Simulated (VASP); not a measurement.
The system is Si.

```xyz
2
Lattice="0.0000 2.7219 2.7219 2.7219 0.0000 2.7219 2.7219 2.7219 0.0000" Properties=species:S:1:pos:R:3 pbc="T T T"
Si    1.3609    1.3609    1.3609
Si    0.0000    0.0000    0.0000
```

Base run:

```yaml
Program: VASP 6.6.1
Functional: r2SCAN
Potentials_or_basis: VASP PAW PBE potentials, release 64 (Si)
Cutoff: 550 eV
k_mesh: 7 × 7 × 7
Occupations: gaussian, width 0.01 eV
Spin: no spin polarisation
```

Its results: band gap on the k mesh 0.79 eV, indirect (least direct gap 2.75 eV); pressure -0.2 GPa.

Q: The run is repeated on the same cell with these changes: functional from r2SCAN to LDA; potentials or basis from VASP PAW PBE potentials, release 64 (Si) to VASP PAW LDA potentials, release 64 (Si); cutoff from 550 eV to 500 eV. What comes out?

A: Band gap on the k mesh 0.48 eV, indirect (least direct gap 2.52 eV); pressure -2.1 GPa.

Caveats: the PAW data sets were made with another functional, which shifts forces and pressure a little (some runs).

A k mesh can miss the band edges.
